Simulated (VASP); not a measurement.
# LiCl (Fm-3m) in VASP: further runs

The runs below take LiCl through single point, with r2SCAN.

Everything below comes from runs of VASP 6.6.1. Logs are shortened: lines on timing, memory, paths and dates and some standing lists are left out, and cuts for length are marked.

### Step 1. The cell of the first run

The structure is cubic, space group Fm-3m (No. 225). Conventional cell: a = 5.112 Å, b = 5.112 Å, c = 5.112 Å, α = 90.00°, β = 90.00°, γ = 90.00°. Li (site symmetry m-3m) has 6 Cl at 2.56 Å within 3.4 Å. Cl (site symmetry m-3m) has 6 Li at 2.56 Å within 3.4 Å.

### Step 2. Single point, r2SCAN

The input, POSCAR:

```
LiCl
1.0
    0.0000000000      2.5560369889      2.5560369889
    2.5560369889      0.0000000000      2.5560369889
    2.5560369889      2.5560369889      0.0000000000
Li Cl
1 1
Direct
    0.0000000000      0.0000000000      0.0000000000
    0.5000000000      0.5000000000      0.5000000000
```

The input, INCAR.step1:

```
PREC     = Accurate       # precision mode
ENCUT    = 520            # plane-wave cutoff, eV
ISMEAR   = -1             # smearing method
SIGMA    = 0.02           # smearing width, eV
LREAL    = False          # projectors in reciprocal space
LASPH    = True           # aspherical terms in the spheres
NELM     = 100            # most SCF steps
NBANDS   = 12             # bands
GGA      = PE             # functional
ALGO     = Normal         # electronic algorithm
EDIFF    = 1E-4           # SCF threshold, eV
LWAVE    = True           # write WAVECAR
LCHARG   = False          # write CHGCAR
```

The input, INCAR.step2:

```
PREC     = Accurate       # precision mode
ENCUT    = 520            # plane-wave cutoff, eV
EDIFF    = 1E-7           # SCF threshold, eV
ISMEAR   = -1             # smearing method
SIGMA    = 0.02           # smearing width, eV
LREAL    = False          # projectors in reciprocal space
LASPH    = True           # aspherical terms in the spheres
NELM     = 100            # most SCF steps
ALGO     = Normal         # electronic algorithm
ISIF     = 2              # what is computed and relaxed
LWAVE    = False          # write WAVECAR
LCHARG   = True           # write CHGCAR
METAGGA  = R2SCAN         # meta-GGA
LMIXTAU  = True         
LELF     = True           # ELF
LVHAR    = True         
NBANDS   = 12             # bands
ISTART   = 1
```

The input, KPOINTS:

```
regular mesh
0
Gamma
  8 8 8
```

Potentials or basis: VASP PAW PBE potentials, release 64 (Li_sv, Cl).

Command:

```console
$ cat potpaw_PBE.64/Li_sv/POTCAR potpaw_PBE.64/Cl/POTCAR > POTCAR
$ cp INCAR.step1 INCAR
$ mpirun -np 1 vasp_std > vasp.out
$ cp INCAR.step2 INCAR
$ mpirun -np 1 vasp_std > vasp.out
```

OUTCAR:

```text
PREC = Accurate
   ENCUT = 520
   EDIFF = 1E-7
   ISMEAR = -1
   LREAL = False
   LASPH = True
   NELM = 100
   ISIF = 2
   METAGGA = R2SCAN
   ISTART = 1

 ion  position               nearest neighbor table
   1  0.000  0.000  0.000-   2 2.56   2 2.56   2 2.56   2 2.56   2 2.56   2 2.56
   2  0.500  0.500  0.500-   1 2.56   1 2.56   1 2.56   1 2.56   1 2.56   1 2.56

  LATTYP: Found a face centered cubic cell.
 ALAT       =     5.1120739778

  Lattice vectors:

 A1 = (   0.0000000000,   2.5560369889,   2.5560369889)
 A2 = (   2.5560369889,   0.0000000000,   2.5560369889)
 A3 = (   2.5560369889,   2.5560369889,   0.0000000000)

Analysis of symmetry for initial positions (statically):
=====================================================================
 Subroutine PRICEL returns:
 Original cell was already a primitive cell.

 Routine SETGRP: Setting up the symmetry group for a
 face centered cubic supercell.

 Subroutine GETGRP returns: Found 48 space group operations
 (whereof 48 operations were pure point group operations)
 out of a pool of 48 trial point group operations.

The static configuration has the point symmetry O_h .

Analysis of symmetry for dynamics (positions and initial velocities):
=====================================================================
 Subroutine PRICEL returns:
 Original cell was already a primitive cell.

 Routine SETGRP: Setting up the symmetry group for a
 face centered cubic supercell.

 Subroutine GETGRP returns: Found 48 space group operations
 (whereof 48 operations were pure point group operations)
 out of a pool of 48 trial point group operations.

The dynamic configuration has the point symmetry O_h .

 Subroutine INISYM returns: Found 48 space group operations
 (whereof 48 operations are pure point group operations),
 and found     1 'primitive' translations

----------------------------------------------------------------------------------------

                                     Primitive cell

  volume of cell :      33.3988

  direct lattice vectors                    reciprocal lattice vectors
     0.000000000  2.556036989  2.556036989    -0.195615323  0.195615323  0.195615323
     2.556036989  0.000000000  2.556036989     0.195615323 -0.195615323  0.195615323
     2.556036989  2.556036989  0.000000000     0.195615323  0.195615323 -0.195615323

  length of vectors
     3.614782176  3.614782176  3.614782176     0.338815677  0.338815677  0.338815677
[... 88 lines left out ...]
   ISYM   =      2    0-nonsym 1-usesym 2-fastsym
   POTIM  = 0.5000    time-step for ionic-motion
   TEBEG  =    0.0;   TEEND  =   0.0 temperature during run
   PSTRESS=    0.0 pullay stress
   NELECT =      10.0000    total number of electrons
   NUPDOWN=      -1.0000    fix difference up-down
   EMIN   =  10.00;   EMAX   =-10.00  energy-range for DOS
   EFERMI =   0.00;   METHOD = LEGACY
   ISMEAR =    -1;   SIGMA  =   0.02  broadening in eV -4-tet -1-fermi 0-gaus
   EFERMI_NEDOS =   21; number of points for ismear=-14 and -15
   IALGO  =     38    algorithm
   IMIX   =      4    mixing-type and parameters
     AMIX     =   0.40;   BMIX     =  1.00
     AMIX_MAG =   1.60;   BMIX_MAG =  1.00
  volume/ion in A,a.u.               =      16.70       112.69
  Fermi-wavevector in a.u.,A,eV,Ry     =   1.095211  2.069648 16.320006  1.199487
  Thomas-Fermi vector in A             =   2.231530
   LORBIT       =      0    0 simple, 1 ext, 2 COOP (PROOUT), +10 PAW based schemes
   METAGGA = R2SCAN    functional components
   LHFCALC =     F    Hartree Fock is set to
   AEXX    =    0.0000 exact exchange contribution
   IVDW    =     0    specifies the selected vdW correction
   LEPSILON=     F    determine dielectric tensor
   LRPA    =     F    only Hartree local field effects (RPA)
 non-spin polarized calculation
  energy-cutoff  :      520.00
  volume of cell :       33.40
 maximum number of plane-waves:       934
   NGX = 13   NGY = 13   NGZ = 13

 number of electron      10.0000003 magnetization

 Free energy of the ion-electron system (eV)
  ---------------------------------------------------
  ext. energy  EPLUGINS =         0.00000000
  ---------------------------------------------------
  free energy    TOTEN  =       -12.58810227 eV

  energy without entropy =      -12.58810227  energy(sigma->0) =      -12.58810227

 E-fermi :   0.8119     XC(G=0):  -9.2109

 val. band max:        0.2662968171   @ k =   0.0000   0.0000   0.0000
 cond. band min:       7.6266154611   @ k =   0.0000   0.0000   0.0000
 fundamental gap:      7.3603186441
 Fermi energy:         0.8119004425

 k-point     1 :       0.0000    0.0000    0.0000
  band No.  band energies     occupation
      1     -44.5317      2.00000
      2     -13.7544      2.00000
      3       0.2663      2.00000
      4       0.2663      2.00000
      5       0.2663      2.00000
      6       7.6266      0.00000
      7      12.9370      0.00000
      8      12.9370      0.00000
      9      12.9370      0.00000
     10      15.6736      0.00000
     11      15.6736      0.00000
     12      16.1903      0.00000
[... 331 lines left out ...]
 k-point    24 :      -0.3750    0.2500    0.1250
  band No.  band energies     occupation
      1     -44.5285      2.00000
      2     -13.0368      2.00000
      3      -2.3435      2.00000
      4      -1.0767      2.00000
      5      -0.3390      2.00000
      6       9.3093      0.00000
      7      10.4482      0.00000
      8      11.7225      0.00000
      9      13.0887      0.00000
     10      16.8156      0.00000
     11      17.6710      0.00000
     12      19.5275      0.00000

 [... further k-points ...]

------------------------ aborting loop because EDIFF is reached ----------------------------------------

  FORCE on cell =-STRESS in cart. coord.  units (eV):
  Direction    XX          YY          ZZ          XY          YZ          ZX
  --------------------------------------------------------------------------------------
  -------------------------------------------------------------------------------------
  Total       -0.0987007     -0.0987007     -0.0987007     -0.0000000     -0.0000000      0.0000000
  in kB       -4.7347744     -4.7347744     -4.7347744     -0.0000000     -0.0000000      0.0000000
  external PRESSURE =      -4.7347744 kB  Pullay stress =       0.0000000 kB

 VOLUME and BASIS-vectors are now :
 -----------------------------------------------------------------------------
  energy-cutoff  :      520.00
  volume of cell :       33.40
      direct lattice vectors                 reciprocal lattice vectors
     0.000000000  2.556036989  2.556036989    -0.195615323  0.195615323  0.195615323
     2.556036989  0.000000000  2.556036989     0.195615323 -0.195615323  0.195615323
     2.556036989  2.556036989  0.000000000     0.195615323  0.195615323 -0.195615323

 POSITION                                       TOTAL-FORCE (eV/Angst)
 -----------------------------------------------------------------------------------
      0.00000      0.00000      0.00000         0.000000     -0.000000     -0.000000
      2.55604      2.55604      2.55604        -0.000000      0.000000      0.000000
 -----------------------------------------------------------------------------------
    total drift:                                0.000000      0.000000      0.000000

  FREE ENERGIE OF THE ION-ELECTRON SYSTEM (eV)
  ---------------------------------------------------
  free  energy   TOTEN  =       -12.5881022671 eV

  energy  without entropy=      -12.5881022671  energy(sigma->0) =      -12.58810227
```

OUTCAR.step1:

```text
PREC = Accurate
   ENCUT = 520
   ISMEAR = -1
   LREAL = False
   LASPH = True
[... 580 lines left out ...]
      0.00000      0.00000      0.00000         0.000000      0.000000      0.000000
      2.55604      2.55604      2.55604        -0.000000     -0.000000     -0.000000
 -----------------------------------------------------------------------------------
    total drift:                                0.000000      0.000000      0.000000

  FREE ENERGIE OF THE ION-ELECTRON SYSTEM (eV)
  ---------------------------------------------------
  free  energy   TOTEN  =        -7.3845175022 eV

  energy  without entropy=       -7.3845175022  energy(sigma->0) =       -7.38451750
```

Wall time 56 s (1 thread of Intel Xeon Platinum 8259CL at 2.50GHz (Skylake/Cascade Lake), shared host); peak memory 0.15 GiB.

What came out:

```yaml
Free_energy: -12.5881 eV
Band_gap_on_the_k_mesh: 7.36 eV
```

Caveat: the cutoff is under 1.25 times the usual one of these potentials, so pressure, stress and relaxed cells hold a basis-set (Pulay) error; the PAW data sets were made with another functional, which shifts forces and pressure a little. A k mesh can miss the band edges.

### Step 3. Single point, r2SCAN

POSCAR is that of step 2.

The input, INCAR.step1:

```
SYSTEM = LiCl
PREC = Accurate
ENCUT = 520
ISMEAR = 0
SIGMA = 0.01
LREAL = .FALSE.
LASPH = .TRUE.
NELM = 60
NBANDS = 12
GGA = PE
ALGO = Normal
EDIFF = 1E-4
LWAVE = .TRUE.
LCHARG = .FALSE.
```

The input, INCAR.step2:

```
SYSTEM = LiCl
PREC = Accurate
ENCUT = 520
EDIFF = 1E-6
ISMEAR = 0
SIGMA = 0.01
LREAL = .FALSE.
LASPH = .TRUE.
NELM = 60
ALGO = Normal
ISIF = 2
LWAVE = .FALSE.
LCHARG = .FALSE.
METAGGA = R2SCAN
LMIXTAU = .TRUE.
NBANDS = 12
ISTART = 1
```

The input, KPOINTS:

```
Automatic mesh
0
G
  8 8 8
  0 0 0
```

Potentials or basis: VASP PAW PBE potentials, release 64 (Li_sv, Cl).

Command:

```console
$ cat potpaw_PBE.64/Li_sv/POTCAR potpaw_PBE.64/Cl/POTCAR > POTCAR
$ cp INCAR.step1 INCAR
$ mpirun -np 1 vasp_std > vasp.out
$ cp INCAR.step2 INCAR
$ mpirun -np 1 vasp_std > vasp.out
```

OUTCAR:

```text
SYSTEM = LiCl
   PREC = Accurate
   ENCUT = 520
   EDIFF = 1E-6
   ISMEAR = 0
   LREAL = .FALSE.
   LASPH = .TRUE.
   NELM = 60
   ISIF = 2
   METAGGA = R2SCAN
   ISTART = 1

 ion  position               nearest neighbor table
   1  0.000  0.000  0.000-   2 2.56   2 2.56   2 2.56   2 2.56   2 2.56   2 2.56
   2  0.500  0.500  0.500-   1 2.56   1 2.56   1 2.56   1 2.56   1 2.56   1 2.56

  LATTYP: Found a face centered cubic cell.
 ALAT       =     5.1120739778

  Lattice vectors:

 A1 = (   0.0000000000,   2.5560369889,   2.5560369889)
 A2 = (   2.5560369889,   0.0000000000,   2.5560369889)
 A3 = (   2.5560369889,   2.5560369889,   0.0000000000)

Analysis of symmetry for initial positions (statically):
=====================================================================
 Subroutine PRICEL returns:
 Original cell was already a primitive cell.

 Routine SETGRP: Setting up the symmetry group for a
 face centered cubic supercell.

 Subroutine GETGRP returns: Found 48 space group operations
 (whereof 48 operations were pure point group operations)
 out of a pool of 48 trial point group operations.

The static configuration has the point symmetry O_h .

[... 175 lines left out ...]
      7      12.9370      0.00000
      8      12.9370      0.00000
      9      12.9370      0.00000
     10      15.6736      0.00000
     11      15.6736      0.00000
     12      16.1903      0.00000
[... 331 lines left out ...]
 k-point    24 :      -0.3750    0.2500    0.1250
  band No.  band energies     occupation
      1     -44.5285      2.00000
      2     -13.0368      2.00000
      3      -2.3435      2.00000
      4      -1.0767      2.00000
      5      -0.3390      2.00000
      6       9.3093      0.00000
      7      10.4482      0.00000
      8      11.7225      0.00000
      9      13.0887      0.00000
     10      16.8156      0.00000
     11      17.6710      0.00000
     12      19.5275      0.00000

 [... further k-points ...]

------------------------ aborting loop because EDIFF is reached ----------------------------------------

  FORCE on cell =-STRESS in cart. coord.  units (eV):
  Direction    XX          YY          ZZ          XY          YZ          ZX
  --------------------------------------------------------------------------------------
  -------------------------------------------------------------------------------------
  Total       -0.0987489     -0.0987489     -0.0987489     -0.0000000     -0.0000000      0.0000000
  in kB       -4.7370870     -4.7370870     -4.7370870     -0.0000000     -0.0000000      0.0000000
  external PRESSURE =      -4.7370870 kB  Pullay stress =       0.0000000 kB

 VOLUME and BASIS-vectors are now :
 -----------------------------------------------------------------------------
  energy-cutoff  :      520.00
  volume of cell :       33.40
      direct lattice vectors                 reciprocal lattice vectors
     0.000000000  2.556036989  2.556036989    -0.195615323  0.195615323  0.195615323
     2.556036989  0.000000000  2.556036989     0.195615323 -0.195615323  0.195615323
     2.556036989  2.556036989  0.000000000     0.195615323  0.195615323 -0.195615323

 POSITION                                       TOTAL-FORCE (eV/Angst)
 -----------------------------------------------------------------------------------
      0.00000      0.00000      0.00000         0.000000      0.000000     -0.000000
      2.55604      2.55604      2.55604         0.000000     -0.000000      0.000000
 -----------------------------------------------------------------------------------
    total drift:                                0.000000      0.000000      0.000000

  FREE ENERGIE OF THE ION-ELECTRON SYSTEM (eV)
  ---------------------------------------------------
  free  energy   TOTEN  =       -12.5881025483 eV

  energy  without entropy=      -12.5881025483  energy(sigma->0) =      -12.58810255
```

It took 47 s on 1 thread of Intel Xeon Platinum 8259CL at 2.50GHz (Skylake/Cascade Lake), shared host; peak memory 0.16 GiB.

Results:

- Free energy: -12.5881 eV
- Band gap on the k mesh: 7.36 eV

Levels at points of the mesh, in eV from the valence-band top:
```tsv
k point	band 2	band 3	band 4	band 5	band 6	band 7	band 8	band 9
(0.00, 0.00, 0.00)	-14.02	0.00	0.00	0.00	7.36	12.67	12.67	12.67
(0.50, 0.00, 0.00)	-13.42	-2.88	-0.28	-0.28	7.55	10.32	10.32	14.32
(0.50, 0.50, 0.00)	-13.17	-2.98	-1.14	-1.14	8.79	8.91	13.67	15.50
```

Caveat: the cutoff is under 1.25 times the usual one of these potentials, so pressure, stress and relaxed cells hold a basis-set (Pulay) error; the PAW data sets were made with another functional, which shifts forces and pressure a little. A k mesh can miss the band edges.
